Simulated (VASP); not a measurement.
# GaN in VASP: settings compared

GaN is run at these levels: PBEsol, r2SCAN; tasks: single point.

All numbers are computed with VASP 6.6.1; they aren't measurements. Logs are shortened: lines on timing, memory, paths and dates and some standing lists are left out, and cuts for length are marked.

## 1. The cell of the first run

The typed cell holds 2 atoms: a = 3.370 Å, b = 3.329 Å, c = 3.340 Å, α = 60.28°, β = 59.63°, γ = 59.73°.

## 2. Single point, PBEsol (atoms moved at random and the cell strained at random)

The input, INCAR:

```
ALGO = Normal
EDIFF = 1E-7
ENCUT = 520
GGA = PS
ISIF = 2
ISMEAR = 0
LASPH = T
LCHARG = F
LREAL = F
LWAVE = F
NBANDS = 16
NELM = 80
PREC = Accurate
SIGMA = 0.02
```

The input, KPOINTS:

```
k-points
0
Gamma
  10 10 10
```

The input, POSCAR:

```
GaN
1.0
   -0.0009915403      2.3864120733      2.3788403113
    2.3390885606      0.0087435824      2.3691051887
    2.3426941615      2.3802825517      0.0051379814
Ga N
1 1
Direct
   -0.0035167508     -0.0017506097     -0.0059662731
    0.7535167508      0.7517506097      0.7559662731
```

Potentials or basis: VASP PAW PBE potentials, release 64 (Ga_d, N).

Run with:

```bash
$ cat potpaw_PBE.64/Ga_d/POTCAR potpaw_PBE.64/N/POTCAR > POTCAR
$ mpirun -np 1 vasp_std > vasp.out
```

OUTCAR:

```text
EDIFF = 1E-7
   ENCUT = 520
   GGA = PS
   ISIF = 2
   ISMEAR = 0
   LASPH = T
   LREAL = F
   NELM = 80
   PREC = Accurate

 ion  position               nearest neighbor table
   1  0.996  0.998  0.994-   2 1.99   2 2.05   2 2.07   2 2.08
   2  0.754  0.752  0.756-   1 1.99   1 2.05   1 2.07   1 2.08

  LATTYP: Found a triclinic cell.
 ALAT       =     3.3397585780
 B/A-ratio  =     1.0089192366
 C/A-ratio  =     1.0026217983
 COS(alpha) =     0.0031875601
 COS(beta)  =     0.5044368393
 COS(gamma) =     0.5056425584

  Lattice vectors:

 A1 = (  -2.3426941615,  -2.3802825517,  -0.0051379814)
 A2 = (   0.0009915403,  -2.3864120733,  -2.3788403113)
 A3 = (  -0.0036056009,  -2.3715389693,   2.3639672073)

Analysis of symmetry for initial positions (statically):
=====================================================================
 Subroutine PRICEL returns:
 Original cell was already a primitive cell.

 Routine SETGRP: Setting up the symmetry group for a
 triclinic supercell.

 Subroutine GETGRP returns: Found  1 space group operations
 (whereof  1 operations were pure point group operations)
 out of a pool of  2 trial point group operations.

The static configuration has the point symmetry C_1 .

Analysis of symmetry for dynamics (positions and initial velocities):
=====================================================================
 Subroutine PRICEL returns:
 Original cell was already a primitive cell.

 Routine SETGRP: Setting up the symmetry group for a
 triclinic supercell.

 Subroutine GETGRP returns: Found  1 space group operations
 (whereof  1 operations were pure point group operations)
 out of a pool of  2 trial point group operations.

The dynamic configuration has the point symmetry C_1 .

 Subroutine INISYM returns: Found  1 space group operations
 (whereof  1 operations are pure point group operations),
 and found     1 'primitive' translations

----------------------------------------------------------------------------------------

                                     Primitive cell

  volume of cell :      26.4176

  direct lattice vectors                    reciprocal lattice vectors
    -0.000991540  2.386412073  2.378840311    -0.213459507  0.209635390  0.209981275
     2.339088561  0.008743582  2.369105189     0.213874227 -0.210953816  0.211714421
     2.342694161  2.380282552  0.005137981     0.213223559  0.210717869 -0.211299701

  length of vectors
     3.369546675  3.329274867  3.339758578     0.365518937  0.367514209  0.366761326

  position of ions in fractional coordinates (direct lattice)
     0.996483249  0.998249390  0.994033727
     0.753516751  0.751750610  0.755966273

  ion indices of the primitive-cell ions
   primitive index   ion index
                 1           1
                 2           2

----------------------------------------------------------------------------------------

 KPOINTS: k-points

Automatic generation of k-mesh.
 Grid dimensions read from file:
 generate k-points for:   10   10   10

 Generating k-lattice:

  Cartesian coordinates                     Fractional coordinates (reciprocal lattice)
    -0.021345951  0.020963539  0.020998127     0.100000000 -0.000000000 -0.000000000
     0.021387423 -0.021095382  0.021171442    -0.000000000  0.100000000  0.000000000
     0.021322356  0.021071787 -0.021129970    -0.000000000  0.000000000  0.100000000

  Length of vectors
     0.036551894  0.036751421  0.036676133

  Shift w.r.t. Gamma in fractional coordinates (k-lattice)
     0.000000000  0.000000000  0.000000000

 Subroutine IBZKPT returns following result:
 ===========================================

 Found    504 irreducible k-points:

 Following reciprocal coordinates:
            Coordinates               Weight
  0.000000  0.000000  0.000000      1.000000
  0.100000  0.000000 -0.000000      2.000000
  0.200000  0.000000 -0.000000      2.000000
  0.300000  0.000000 -0.000000      2.000000
  0.400000  0.000000 -0.000000      2.000000
  0.500000 -0.000000 -0.000000      1.000000
[... 16 lines left out ...]
 -0.400000  0.200000  0.000000      2.000000
 -0.300000  0.200000  0.000000      2.000000
 [... further k-points ...]
   k-points           NKPTS =    504   k-points in BZ     NKDIM =    504   number of bands    NBANDS=     16
   number of dos      NEDOS =    301   number of ions     NIONS =      2
   total plane-waves  NPLWV =  21952
   dimension x,y,z NGX =    28 NGY =   28 NGZ =   28
   dimension x,y,z NGXF=    56 NGYF=   56 NGZF=   56
   ions per type =               1   1
   NGX,Y,Z   is equivalent  to a cutoff of  13.81, 13.98, 13.94 a.u.
   NGXF,Y,Z  is equivalent  to a cutoff of  27.63, 27.96, 27.88 a.u.
 SYSTEM =  unknown system
   PREC   = accura    normal or accurate (medium, high low for compatibility)
   ISTART =      0    job   : 0-new  1-cont  2-samecut
   ICHARG =      2    charge: 1-file 2-atom 10-const
   ISPIN  =      1    spin polarized calculation?
   LNONCOLLINEAR =      F non collinear calculations
   LSORBIT =      F    spin-orbit coupling
   LASPH  =      T    aspherical Exc in radial PAW
   ENCUT  =  520.0 eV  38.22 Ry    6.18 a.u.   6.27  6.19  6.21*2*pi/ulx,y,z
   NELM   =     80;   NELMIN=  2; NELMDL= -5     # of ELM steps
   EDIFF  = 0.1E-06   stopping-criterion for ELM
   LREAL  =      F    real-space projection
   EDIFFG = 0.1E-05   stopping-criterion for IOM
   NSW    =      0    number of steps for IOM
   IBRION =     -1    ionic relax: 0-MD 1-quasi-New 2-CG
   NFREE  =      0    steps in history (QN), initial steepest desc. (CG)
   ISIF   =      2    stress and relaxation
   ISYM   =      2    0-nonsym 1-usesym 2-fastsym
   POTIM  = 0.5000    time-step for ionic-motion
   TEBEG  =    0.0;   TEEND  =   0.0 temperature during run
   PSTRESS=    0.0 pullay stress
   NELECT =      18.0000    total number of electrons
   NUPDOWN=      -1.0000    fix difference up-down
   EMIN   =  10.00;   EMAX   =-10.00  energy-range for DOS
   EFERMI =   0.00;   METHOD = LEGACY
   ISMEAR =     0;   SIGMA  =   0.02  broadening in eV -4-tet -1-fermi 0-gaus
   EFERMI_NEDOS =   21; number of points for ismear=-14 and -15
   IALGO  =     38    algorithm
   IMIX   =      4    mixing-type and parameters
     AMIX     =   0.40;   BMIX     =  1.00
     AMIX_MAG =   1.60;   BMIX_MAG =  1.00
  volume/ion in A,a.u.               =      13.21        89.14
  Fermi-wavevector in a.u.,A,eV,Ry     =   1.440570  2.722283 28.235381  2.075242
  Thomas-Fermi vector in A             =   2.559299
   LORBIT       =      0    0 simple, 1 ext, 2 COOP (PROOUT), +10 PAW based schemes
   GGA     = PS    functional components
   LHFCALC =     F    Hartree Fock is set to
   AEXX    =    0.0000 exact exchange contribution
   IVDW    =     0    specifies the selected vdW correction
   LEPSILON=     F    determine dielectric tensor
   LRPA    =     F    only Hartree local field effects (RPA)
 non-spin polarized calculation
 Gauss-broadening in eV      SIGMA  =   0.02
  energy-cutoff  :      520.00
  volume of cell :       26.42
 maximum number of plane-waves:       728
 NGX is ok and might be reduce to    28
   NGX = 13   NGY = 13   NGZ = 13

 number of electron      18.0000000 magnetization

 Free energy of the ion-electron system (eV)
  ---------------------------------------------------
  ext. energy  EPLUGINS =         0.00000000
  ---------------------------------------------------
  free energy    TOTEN  =       -12.83894173 eV

  energy without entropy =      -12.83894173  energy(sigma->0) =      -12.83894173

 E-fermi :   3.8977     XC(G=0): -11.1534

 val. band max:        3.8086911761   @ k =   0.0000   0.0000   0.0000
 cond. band min:       4.4776482475   @ k =   0.0000   0.0000   0.0000
 fundamental gap:      0.6689570715
 Fermi energy:         3.8977042993

 k-point     1 :       0.0000    0.0000    0.0000
  band No.  band energies     occupation
      1     -11.1145      2.00000
      2      -9.6567      2.00000
      3      -9.6518      2.00000
      4      -9.6419      2.00000
      5      -9.4516      2.00000
      6      -9.4501      2.00000
[... 8 lines left out ...]
     15      21.1284      0.00000
     16      21.2086      0.00000

 k-point     2 :       0.1000    0.0000   -0.0000
  band No.  band energies     occupation
      1     -11.0412      2.00000
      2      -9.6514      2.00000
      3      -9.6444      2.00000
      4      -9.5845      2.00000
      5      -9.4522      2.00000
      6      -9.4509      2.00000
[... 8 lines left out ...]
     15      20.0436      0.00000
     16      20.3188      0.00000

 k-point     3 :       0.2000    0.0000   -0.0000
  band No.  band energies     occupation
      1     -10.8775      2.00000
      2      -9.6315      2.00000
      3      -9.6252      2.00000
      4      -9.4528      2.00000
      5      -9.4500      2.00000
      6      -9.3788      2.00000
[... 8 lines left out ...]
     15      19.4805      0.00000
     16      19.5571      0.00000

 k-point     4 :       0.3000    0.0000   -0.0000
  band No.  band energies     occupation
      1     -10.7424      2.00000
      2      -9.6124      2.00000
      3      -9.6082      2.00000
      4      -9.4438      2.00000
      5      -9.4414      2.00000
      6      -8.9597      2.00000
[... 8 lines left out ...]
     15      19.7329      0.00000
     16      19.9516      0.00000
[... 324 lines left out ...]
 k-point    22 :       0.5000    0.2000   -0.0000
  band No.  band energies     occupation
      1     -10.6274      2.00000
      2      -9.5831      2.00000
      3      -9.5512      2.00000
      4      -9.4738      2.00000
      5      -9.4198      2.00000
      6      -8.0422      2.00000
[... 8 lines left out ...]
     15      22.1989      0.00000
     16      22.5553      0.00000

 k-point    23 :      -0.4000    0.2000    0.0000
  band No.  band energies     occupation
      1     -10.6260      2.00000
      2      -9.5885      2.00000
      3      -9.5549      2.00000
      4      -9.4572      2.00000
      5      -9.4344      2.00000
      6      -7.9491      2.00000
[... 8 lines left out ...]
     15      20.8437      0.00000
     16      22.2281      0.00000

 k-point    24 :      -0.3000    0.2000    0.0000
  band No.  band energies     occupation
      1     -10.6443      2.00000
      2      -9.5925      2.00000
      3      -9.5665      2.00000
      4      -9.4586      2.00000
      5      -9.4468      2.00000
      6      -8.2988      2.00000
[... 8 lines left out ...]
     15      19.5307      0.00000
     16      22.4304      0.00000

 [... further k-points ...]

------------------------ aborting loop because EDIFF is reached ----------------------------------------

  FORCE on cell =-STRESS in cart. coord.  units (eV):
  Direction    XX          YY          ZZ          XY          YZ          ZX
  --------------------------------------------------------------------------------------
  -------------------------------------------------------------------------------------
  Total       -3.1039267     -3.4365280     -3.3552629      0.0473970     -0.0359422      0.1194813
  in kB     -188.2470338   -208.4186459   -203.4900782      2.8745335     -2.1798222      7.2463049
  external PRESSURE =    -200.0519193 kB  Pullay stress =       0.0000000 kB

 VOLUME and BASIS-vectors are now :
 -----------------------------------------------------------------------------
  energy-cutoff  :      520.00
  volume of cell :       26.42
      direct lattice vectors                 reciprocal lattice vectors
    -0.000991540  2.386412073  2.378840311    -0.213459507  0.209635390  0.209981275
     2.339088561  0.008743582  2.369105189     0.213874227 -0.210953816  0.211714421
     2.342694161  2.380282552  0.005137981     0.213223559  0.210717869 -0.211299701

 POSITION                                       TOTAL-FORCE (eV/Angst)
 -----------------------------------------------------------------------------------
      4.66272      4.75283      4.74054         0.306416      0.373633      0.237076
      3.52866      3.60419      3.57736        -0.306416     -0.373633     -0.237076
 -----------------------------------------------------------------------------------
    total drift:                                0.000029     -0.000012      0.000141

  FREE ENERGIE OF THE ION-ELECTRON SYSTEM (eV)
  ---------------------------------------------------
  free  energy   TOTEN  =       -12.8389417251 eV

  energy  without entropy=      -12.8389417251  energy(sigma->0) =      -12.83894173
```

Wall time 2.2 min (1 thread of Intel Xeon 6975P-C (Granite Rapids), shared host); peak memory 0.33 GiB.

Results:

* Free energy: -12.8389 eV
* Pressure: -20.0 GPa
* Largest force: 0.538 eV/Å
* Band gap on the k mesh: 0.67 eV, direct

Forces on the atoms (eV/Å):
```
Ga   0.306  0.374  0.237
N   -0.306 -0.374 -0.237
```

Caveat: the cell differs from its parent crystal (atoms moved at random and the cell strained at random); the PAW data sets were made with another functional, which shifts forces and pressure a little.

(Part 1 of 2 ends here.)
